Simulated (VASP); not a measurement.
Runs of VASP 6.6.1 on Br. It takes space group Cmce (No. 64, orthorhombic). Conventional cell: a = 7.112 Å, b = 4.255 Å, c = 8.770 Å, α = 90.00°, β = 90.00°, γ = 90.00°. Br (site symmetry m) has 1 Br at 2.35 Å within 3.1 Å. 

| k mesh | gap on the mesh (eV) | pressure (GPa) | largest force (eV/Å) |
| --- | --- | --- | --- |
| 3 × 3 × 2 | 1.67 | -0.1 | 0.03 |
| 2 × 2 × 1 | 1.67 | (a) | 0.28 |
| 4 × 4 × 2 | 1.67 | 0.0 | - |
| 5 × 5 × 3 | 1.67 | -0.1 | - |

Alike in all rows: task single point; level r2SCAN; potentials or basis VASP PAW PBE potentials, release 64 (Br); no spin polarisation; cell as given; cutoff (eV) 520; smearing fermi-dirac 0.05 eV.

Question: Fill in the values left out.

Answer: (a) -0.4.

Caveats: some runs use coarse meshes; the PAW data sets were made with another functional, which shifts forces and pressure a little.

A k mesh can miss the band edges, and the runs leave out spin-orbit coupling on Br.
